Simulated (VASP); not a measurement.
# Be (Pm-3m) in VASP: further runs

The runs below take Be through single point, relaxation of cell and atoms, with PBEsol.

All numbers are computed with VASP 6.6.1; they aren't measurements. Logs are shortened: lines on timing, memory, paths and dates and some standing lists are left out, and cuts for length are marked.

## 1. The cell of the first run

The structure is cubic, space group Pm-3m (No. 221). Conventional cell: a = 2.026 Å, b = 2.026 Å, c = 2.026 Å, α = 90.00°, β = 90.00°, γ = 90.00°. Be (site symmetry m-3m) has 6 Be at 2.03 Å within 2.7 Å.

This isn't the form of Be at room conditions, which is hcp.

## 2. Single point, PBEsol

INCAR reads:

```
ALGO     = Normal         # electronic algorithm
EDIFF    = 1E-6           # SCF threshold, eV
ENCUT    = 520            # plane-wave cutoff, eV
GGA      = PS             # functional
ISIF     = 2              # what is computed and relaxed
ISMEAR   = 0              # smearing method
LASPH    = T              # aspherical terms in the spheres
LCHARG   = T              # write CHGCAR
LELF     = T              # ELF
LREAL    = F              # projectors in reciprocal space
LVHAR    = T            
LWAVE    = F              # write WAVECAR
NBANDS   = 7              # bands
NELM     = 60             # most SCF steps
PREC     = Accurate       # precision mode
SIGMA    = 0.1            # smearing width, eV
```

KPOINTS reads:

```
k-points
0
Gamma
  8 8 8
```

POSCAR reads:

```
Be
1.0
    2.0256478605      0.0000000000      0.0000000000
    0.0000000000      2.0256478605      0.0000000000
    0.0000000000      0.0000000000      2.0256478605
Be
1
Direct
    0.0000000000      0.0000000000      0.0000000000
```

Potentials or basis: VASP PAW PBE potentials, release 64 (Be).

On the command line:

```console
> cat potpaw_PBE.64/Be/POTCAR > POTCAR
> mpirun -np 1 vasp_std > vasp.out
```

OUTCAR:

```text
EDIFF = 1E-6
   ENCUT = 520
   GGA = PS
   ISIF = 2
   ISMEAR = 0
   LASPH = T
   LREAL = F
   NELM = 60
   PREC = Accurate

 ion  position               nearest neighbor table
   1  0.000  0.000  0.000-

  LATTYP: Found a simple cubic cell.
 ALAT       =     2.0256478605

  Lattice vectors:

 A1 = (   2.0256478605,   0.0000000000,   0.0000000000)
 A2 = (   0.0000000000,   2.0256478605,   0.0000000000)
 A3 = (   0.0000000000,   0.0000000000,   2.0256478605)

Analysis of symmetry for initial positions (statically):
=====================================================================
 Subroutine PRICEL returns:
 Original cell was already a primitive cell.

 Routine SETGRP: Setting up the symmetry group for a
 simple cubic supercell.

 Subroutine GETGRP returns: Found 48 space group operations
 (whereof 48 operations were pure point group operations)
 out of a pool of 48 trial point group operations.

The static configuration has the point symmetry O_h .

Analysis of symmetry for dynamics (positions and initial velocities):
=====================================================================
 Subroutine PRICEL returns:
 Original cell was already a primitive cell.

 Routine SETGRP: Setting up the symmetry group for a
 simple cubic supercell.

 Subroutine GETGRP returns: Found 48 space group operations
 (whereof 48 operations were pure point group operations)
 out of a pool of 48 trial point group operations.

The dynamic configuration has the point symmetry O_h .

 Subroutine INISYM returns: Found 48 space group operations
 (whereof 48 operations are pure point group operations),
 and found     1 'primitive' translations

----------------------------------------------------------------------------------------

                                     Primitive cell

  volume of cell :       8.3117

  direct lattice vectors                    reciprocal lattice vectors
     2.025647860  0.000000000  0.000000000     0.493669220  0.000000000  0.000000000
     0.000000000  2.025647860  0.000000000     0.000000000  0.493669220  0.000000000
     0.000000000  0.000000000  2.025647860     0.000000000  0.000000000  0.493669220

  length of vectors
     2.025647860  2.025647860  2.025647860     0.493669220  0.493669220  0.493669220

  position of ions in fractional coordinates (direct lattice)
     0.000000000  0.000000000  0.000000000

  ion indices of the primitive-cell ions
   primitive index   ion index
                 1           1

----------------------------------------------------------------------------------------
[... 62 lines left out ...]
   ISTART =      0    job   : 0-new  1-cont  2-samecut
   ICHARG =      2    charge: 1-file 2-atom 10-const
   ISPIN  =      1    spin polarized calculation?
   LNONCOLLINEAR =      F non collinear calculations
   LSORBIT =      F    spin-orbit coupling
   LASPH  =      T    aspherical Exc in radial PAW
   ENCUT  =  520.0 eV  38.22 Ry    6.18 a.u.   3.77  3.77  3.77*2*pi/ulx,y,z
   NELM   =     60;   NELMIN=  2; NELMDL= -5     # of ELM steps
   EDIFF  = 0.1E-05   stopping-criterion for ELM
   LREAL  =      F    real-space projection
[... 7 lines left out ...]
   TEBEG  =    0.0;   TEEND  =   0.0 temperature during run
   PSTRESS=    0.0 pullay stress
   NELECT =       2.0000    total number of electrons
   NUPDOWN=      -1.0000    fix difference up-down
   EMIN   =  10.00;   EMAX   =-10.00  energy-range for DOS
   EFERMI =   0.00;   METHOD = LEGACY
   ISMEAR =     0;   SIGMA  =   0.10  broadening in eV -4-tet -1-fermi 0-gaus
   EFERMI_NEDOS =   21; number of points for ismear=-14 and -15
   IALGO  =     38    algorithm
   IMIX   =      4    mixing-type and parameters
     AMIX     =   0.40;   BMIX     =  1.00
     AMIX_MAG =   1.60;   BMIX_MAG =  1.00
  volume/ion in A,a.u.               =       8.31        56.09
  Fermi-wavevector in a.u.,A,eV,Ry     =   1.018250  1.924213 14.106957  1.036832
  Thomas-Fermi vector in A             =   2.151696
   LORBIT       =      0    0 simple, 1 ext, 2 COOP (PROOUT), +10 PAW based schemes
   GGA     = PS    functional components
   LHFCALC =     F    Hartree Fock is set to
   AEXX    =    0.0000 exact exchange contribution
   IVDW    =     0    specifies the selected vdW correction
   LEPSILON=     F    determine dielectric tensor
   LRPA    =     F    only Hartree local field effects (RPA)
 non-spin polarized calculation
 Gauss-broadening in eV      SIGMA  =   0.10
  energy-cutoff  :      520.00
  volume of cell :        8.31
 maximum number of plane-waves:       251
 NGX is ok and might be reduce to    16
   NGX =  7   NGY =  7   NGZ =  7

 number of electron       2.0000000 magnetization

 Free energy of the ion-electron system (eV)
  ---------------------------------------------------
  ext. energy  EPLUGINS =         0.00000000
  ---------------------------------------------------
  free energy    TOTEN  =        -2.91036426 eV

  energy without entropy =       -2.90931097  energy(sigma->0) =       -2.90983762

 E-fermi :   6.6152     XC(G=0): -10.4354

 val. band max:        6.2044360600   @ k =   0.5000   0.2500   0.1250
 cond. band min:       6.6628833402   @ k =   0.5000   0.3750   0.0000
 fundamental gap:      0.4584472802
 Fermi energy:         6.6151897137

 k-point     1 :       0.0000    0.0000    0.0000
  band No.  band energies     occupation
      1      -4.4342      2.00000
      2      22.1939      0.00000
      3      22.1939      0.00000
      4      22.1939      0.00000
      5      28.1487      0.00000
      6      28.1487      0.00000
      7      39.2660      0.00000
[... 221 lines left out ...]
 k-point    24 :       0.5000    0.3750    0.1250
  band No.  band energies     occupation
      1       5.7839      2.00000
      2       7.1067      0.00000
      3      16.3268      0.00000
      4      16.9333      0.00000
      5      29.6410      0.00000
      6      34.2643      0.00000
      7      38.0824      0.00000

 [... further k-points ...]
[... 5 lines left out ...]
  --------------------------------------------------------------------------------------
  -------------------------------------------------------------------------------------
  Total        1.1247083      1.1247083      1.1247083     -0.0000000      0.0000000      0.0000000
  in kB      216.7996724    216.7996724    216.7996724     -0.0000000      0.0000000      0.0000000
  external PRESSURE =     216.7996724 kB  Pullay stress =       0.0000000 kB

 VOLUME and BASIS-vectors are now :
 -----------------------------------------------------------------------------
  energy-cutoff  :      520.00
  volume of cell :        8.31
      direct lattice vectors                 reciprocal lattice vectors
     2.025647860  0.000000000  0.000000000     0.493669220  0.000000000  0.000000000
     0.000000000  2.025647860  0.000000000     0.000000000  0.493669220  0.000000000
     0.000000000  0.000000000  2.025647860     0.000000000  0.000000000  0.493669220

 POSITION                                       TOTAL-FORCE (eV/Angst)
 -----------------------------------------------------------------------------------
      0.00000      0.00000      0.00000         0.000000      0.000000      0.000000
 -----------------------------------------------------------------------------------
    total drift:                                0.000000     -0.000000     -0.000000

  FREE ENERGIE OF THE ION-ELECTRON SYSTEM (eV)
  ---------------------------------------------------
  free  energy   TOTEN  =        -2.9103642617 eV

  energy  without entropy=       -2.9093109711  energy(sigma->0) =       -2.90983762
```

OSZICAR:

```text
N       E                     dE             d eps       ncg     rms          rms(c)
DAV:   1    -0.191100569010E+01   -0.19110E+01   -0.11955E+03   518   0.235E+02
DAV:   2    -0.292211173259E+01   -0.10111E+01   -0.10061E+01   658   0.230E+01
DAV:   3    -0.292365887168E+01   -0.15471E-02   -0.15471E-02   546   0.830E-01
DAV:   4    -0.292365920741E+01   -0.33573E-06   -0.33528E-06   735   0.132E-02
DAV:   5    -0.292365920761E+01   -0.19214E-09   -0.12093E-09   525   0.110E-04    0.709E-01
DAV:   6    -0.291402926439E+01    0.96299E-02   -0.13026E-03   546   0.369E-01    0.433E-01
DAV:   7    -0.291036255273E+01    0.36667E-02   -0.14077E-03   518   0.383E-01    0.176E-02
DAV:   8    -0.291036432363E+01   -0.17709E-05   -0.10166E-06   581   0.676E-03    0.354E-03
DAV:   9    -0.291036426173E+01    0.61909E-07   -0.51347E-07   574   0.433E-03
   1 F= -.29103643E+01 E0= -.29098376E+01  d E =-.105329E-02
```

stdout:

```text
POSCAR found type information on POSCAR Be
 POSCAR found :  1 types and       1 ions
 scaLAPACK will be used
 -----------------------------------------------------------------------------
|                                                                             |
|                                                                             |
|     You enforced a specific xc type in the INCAR file but a different       |
|     I HOPE YOU KNOW WHAT YOU ARE DOING!                                     |
|                                                                             |
 -----------------------------------------------------------------------------

 LDA part: xc-table for (Slater+PW92), standard interpolation
 POSCAR, INCAR and KPOINTS ok, starting setup
 FFT: planning ... GRIDC
 FFT: planning ... GRID_SOFT
 FFT: planning ... GRID
 WAVECAR not read
 entering main loop
```

Run time: 2.7 s. Hardware: 1 thread of Intel Xeon 8259CL, shared host; peak memory 0.11 GiB.

Results:

* Free energy: -2.9104 eV
* Pressure: 21.7 GPa
* Band gap on the k mesh: zero (bands 1 and 2 overlap by 7.67 eV)

Levels at points of the mesh, in eV from the Fermi level:
| k point | band 1 | band 2 | band 3 | band 4 | band 5 | band 6 |
| --- | --- | --- | --- | --- | --- | --- |
| (0.00, 0.00, 0.00) | -11.05 | 15.58 | 15.58 | 15.58 | 21.53 | 21.53 |
| (0.50, 0.00, 0.00) | -5.87 | -1.60 | 20.05 | 20.05 | 28.10 | 28.38 |
| (0.50, 0.50, 0.00) | 0.46 | 0.46 | 6.84 | 9.17 | 23.75 | 36.95 |
| (0.50, 0.50, 0.50) | 6.07 | 6.07 | 6.07 | 14.50 | 14.50 | 14.50 |

Caveat: the k points lie up to 0.39 Å⁻¹ apart, too coarse for converged energies and pressures of a metal; the PAW data sets were made with another functional, which shifts forces and pressure a little.

## 3. Single point, PBEsol

This run uses another cell than the first one, of 10.03 Å³/atom.

INCAR reads:

```
  PREC = Accurate
  ENCUT = 520
  EDIFF = 1E-7
  ISMEAR = 0
  SIGMA = 0.1
  LREAL = False
  LASPH = True
  NELM = 80
  ALGO = Fast
  ISIF = 2
  LWAVE = False
  LCHARG = False
  GGA = PS
  NBANDS = 7
```

KPOINTS reads:

```
regular mesh
0
Gamma
  8 8 8
```

POSCAR reads:

```
Be
1.0
    2.1564774010      0.0000000000      0.0000000000
    0.0000000000      2.1564774010      0.0000000000
    0.0000000000      0.0000000000      2.1564774010
Be
1
Direct
    0.0000000000      0.0000000000      0.0000000000
```

Potentials or basis: VASP PAW PBE potentials, release 64 (Be).

On the command line:

```console
> cat potpaw_PBE.64/Be/POTCAR > POTCAR
> mpirun -np 1 vasp_std > vasp.out
```

OUTCAR:

```text
PREC = Accurate
   ENCUT = 520
   EDIFF = 1E-7
   ISMEAR = 0
   LREAL = False
   LASPH = True
   NELM = 80
   ISIF = 2
   GGA = PS

 ion  position               nearest neighbor table
   1  0.000  0.000  0.000-

  LATTYP: Found a simple cubic cell.
 ALAT       =     2.1564774010

  Lattice vectors:

 A1 = (   2.1564774010,   0.0000000000,   0.0000000000)
 A2 = (   0.0000000000,   2.1564774010,   0.0000000000)
 A3 = (   0.0000000000,   0.0000000000,   2.1564774010)

Analysis of symmetry for initial positions (statically):
=====================================================================
 Subroutine PRICEL returns:
 Original cell was already a primitive cell.

 Routine SETGRP: Setting up the symmetry group for a
 simple cubic supercell.

 Subroutine GETGRP returns: Found 48 space group operations
 (whereof 48 operations were pure point group operations)
 out of a pool of 48 trial point group operations.

The static configuration has the point symmetry O_h .

Analysis of symmetry for dynamics (positions and initial velocities):
=====================================================================
 Subroutine PRICEL returns:
 Original cell was already a primitive cell.

 Routine SETGRP: Setting up the symmetry group for a
 simple cubic supercell.

 Subroutine GETGRP returns: Found 48 space group operations
 (whereof 48 operations were pure point group operations)
 out of a pool of 48 trial point group operations.

The dynamic configuration has the point symmetry O_h .

 Subroutine INISYM returns: Found 48 space group operations
 (whereof 48 operations are pure point group operations),
 and found     1 'primitive' translations

----------------------------------------------------------------------------------------

                                     Primitive cell

  volume of cell :      10.0285

  direct lattice vectors                    reciprocal lattice vectors
[... 101 lines left out ...]
   EFERMI_NEDOS =   21; number of points for ismear=-14 and -15
   IALGO  =     68    algorithm
   IMIX   =      4    mixing-type and parameters
     AMIX     =   0.40;   BMIX     =  1.00
     AMIX_MAG =   1.60;   BMIX_MAG =  1.00
  volume/ion in A,a.u.               =      10.03        67.68
  Fermi-wavevector in a.u.,A,eV,Ry     =   0.956474  1.807474 12.447193  0.914843
  Thomas-Fermi vector in A             =   2.085406
   LORBIT       =      0    0 simple, 1 ext, 2 COOP (PROOUT), +10 PAW based schemes
   GGA     = PS    functional components
   LHFCALC =     F    Hartree Fock is set to
   AEXX    =    0.0000 exact exchange contribution
   IVDW    =     0    specifies the selected vdW correction
   LEPSILON=     F    determine dielectric tensor
   LRPA    =     F    only Hartree local field effects (RPA)
 non-spin polarized calculation
 RMM-DIIS sequential band-by-band and
 Gauss-broadening in eV      SIGMA  =   0.10
  energy-cutoff  :      520.00
  volume of cell :       10.03
 maximum number of plane-waves:       286
   NGX =  9   NGY =  9   NGZ =  9

 number of electron       2.0000000 magnetization

 Free energy of the ion-electron system (eV)
  ---------------------------------------------------
  ext. energy  EPLUGINS =         0.00000000
  ---------------------------------------------------
  free energy    TOTEN  =        -3.01337596 eV

  energy without entropy =       -3.01232258  energy(sigma->0) =       -3.01284927

 E-fermi :   5.0454     XC(G=0):  -9.8398

 val. band max:        4.5519136393   @ k =   0.5000   0.3750   0.1250
 cond. band min:       5.0931039208   @ k =   0.5000   0.3750   0.0000
 fundamental gap:      0.5411902814
 Fermi energy:         5.0454087237

 k-point     1 :       0.0000    0.0000    0.0000
  band No.  band energies     occupation
      1      -4.8589      2.00000
      2      18.7159      0.00000
      3      18.7159      0.00000
      4      18.7159      0.00000
      5      24.4109      0.00000
      6      24.4109      0.00000
      7      33.3599      0.00000
[... 221 lines left out ...]
 k-point    24 :       0.5000    0.3750    0.1250
  band No.  band energies     occupation
      1       4.5519      2.00000
      2       5.4797      0.00000
      3      13.1738      0.00000
      4      14.6006      0.00000
      5      24.6926      0.00000
      6      29.7925      0.00000
      7      32.9995      0.00000

 [... further k-points ...]
[... 5 lines left out ...]
  --------------------------------------------------------------------------------------
  -------------------------------------------------------------------------------------
  Total        0.0173375      0.0173375      0.0173375      0.0000000      0.0000000     -0.0000000
  in kB        2.7698926      2.7698926      2.7698926      0.0000000      0.0000000     -0.0000000
  external PRESSURE =       2.7698926 kB  Pullay stress =       0.0000000 kB

 VOLUME and BASIS-vectors are now :
 -----------------------------------------------------------------------------
  energy-cutoff  :      520.00
  volume of cell :       10.03
      direct lattice vectors                 reciprocal lattice vectors
     2.156477401  0.000000000  0.000000000     0.463719211  0.000000000  0.000000000
     0.000000000  2.156477401  0.000000000     0.000000000  0.463719211  0.000000000
     0.000000000  0.000000000  2.156477401     0.000000000  0.000000000  0.463719211

 POSITION                                       TOTAL-FORCE (eV/Angst)
 -----------------------------------------------------------------------------------
      0.00000      0.00000      0.00000         0.000000      0.000000      0.000000
 -----------------------------------------------------------------------------------
    total drift:                               -0.000000     -0.000000     -0.000000

  FREE ENERGIE OF THE ION-ELECTRON SYSTEM (eV)
  ---------------------------------------------------
  free  energy   TOTEN  =        -3.0133759611 eV

  energy  without entropy=       -3.0123225800  energy(sigma->0) =       -3.01284927
```

stdout:

```text
POSCAR found type information on POSCAR Be
 POSCAR found :  1 types and       1 ions
 scaLAPACK will be used
 -----------------------------------------------------------------------------
|                                                                             |
|                                                                             |
|     You enforced a specific xc type in the INCAR file but a different       |
|     I HOPE YOU KNOW WHAT YOU ARE DOING!                                     |
|                                                                             |
 -----------------------------------------------------------------------------

 LDA part: xc-table for (Slater+PW92), standard interpolation
 POSCAR, INCAR and KPOINTS ok, starting setup
 FFT: planning ... GRIDC
 FFT: planning ... GRID_SOFT
 FFT: planning ... GRID
 WAVECAR not read
 entering main loop
```

Run time: 3.1 s. Hardware: 1 thread of Intel Xeon 8259CL, shared host; peak memory 0.1 GiB.

Results:

```
Free energy            : -3.0134 eV
Pressure               : 0.3 GPa
Band gap on the k mesh : zero (bands 1 and 2 overlap by 7.19 eV)
```

Caveat: the k points lie up to 0.36 Å⁻¹ apart, too coarse for converged energies and pressures of a metal; the PAW data sets were made with another functional, which shifts forces and pressure a little.

(Continued in part 2 of 2.)
